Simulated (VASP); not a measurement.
Write the native input for VASP 6.6.1 that does the following.

| Property | Result |
| --- | --- |
| Task | single point |
| Functional | PBE |
| Potentials or basis | VASP PAW PBE potentials, release 64 (Fe) |
| Cutoff | 520 eV |
| k mesh | 38 × 38 × 38 |
| Occupations | fermi-dirac, width 0.0612256 eV |
| Spin | no spin polarisation |
| Dipole correction | no |
| Further INCAR settings | ALGO = Normal; EDIFF = 1e-06; NBANDS = 15 |

The structure of Fe lies in POSCAR:

```
Fe
1.0
    0.0000000000      2.3869614285      2.3869614285
    2.3869614285      0.0000000000      2.3869614285
    2.3869614285      2.3869614285      0.0000000000
Fe
2
Direct
    0.0000000000      0.0000000000      0.0000000000
    0.2500000000      0.2500000000      0.2500000000
```

This isn't the form of Fe at room conditions, which is bcc.

The input as run:

INCAR

```
PREC     = Accurate       # precision mode
ENCUT    = 520            # plane-wave cutoff, eV
EDIFF    = 1E-6           # SCF threshold, eV
ISMEAR   = -1             # smearing method
SIGMA    = 0.06122561905347299 # smearing width, eV
LREAL    = F              # projectors in reciprocal space
LASPH    = T              # aspherical terms in the spheres
NELM     = 80             # most SCF steps
ALGO     = Normal         # electronic algorithm
ISIF     = 2              # what is computed and relaxed
LWAVE    = F              # write WAVECAR
LCHARG   = F              # write CHGCAR
GGA      = PE             # functional
NBANDS   = 15             # bands
```

KPOINTS

```
Automatic mesh
0
Gamma
  38 38 38
```

Potentials or basis: VASP PAW PBE potentials, release 64 (Fe).

The run is started by

```console
$ cat potpaw_PBE.64/Fe/POTCAR > POTCAR
$ mpirun -np 1 vasp_std > vasp.out
```

Results of the run:

```json
{"Pressure": "8.9 GPa", "Band gap on the k mesh": "zero (bands 8 and 9 overlap by 0.83 eV)"}
```

Caveat: the cell stands under pressure; the run has no spin polarisation, though such a crystal can be magnetic.

It took 3.9 min on 1 thread of Intel(R) Xeon(R) 6975P-C (Granite Rapids), with other jobs on the host, peak memory 0.59 GiB.
